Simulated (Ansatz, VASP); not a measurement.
# AlP: VASP beside Ansatz

```
Al P
1.0
     0.00000    2.75348    2.75348
     2.75348    0.00000    2.75348
     2.75348    2.75348    0.00000
Al P
1 1
Direct
  0.00000 0.00000 0.00000
  0.25000 0.25000 0.25000
```

Alike in both runs: functional PBE; k mesh 8 × 8 × 8; occupations gaussian, width 0.02 eV; no spin polarisation.

Ansatz relaxed the structure, and its values are those at the end. VASP's run is a single point on that final structure, the one shown.

```csv
,VASP,Ansatz
version,VASP 6.6.1,Ansatz 0.2.0
potentials or method,"VASP PAW PBE potentials, release 64 (Al, P), cutoff 500 eV","scalar-relativistic, plane waves, PAW"
valence electrons in the cell,8,8
```

Ansatz gave:

```
gap on the k mesh at the Fermi level (eV) : 1.63
least direct gap on the mesh (eV)         : 3.09
pressure (GPa)                            : 0.0
```

Q: Which values does VASP return?

A: gap on the k mesh at the Fermi level (eV): 1.63; least direct gap on the mesh (eV): 3.09; pressure (GPa): -0.1.
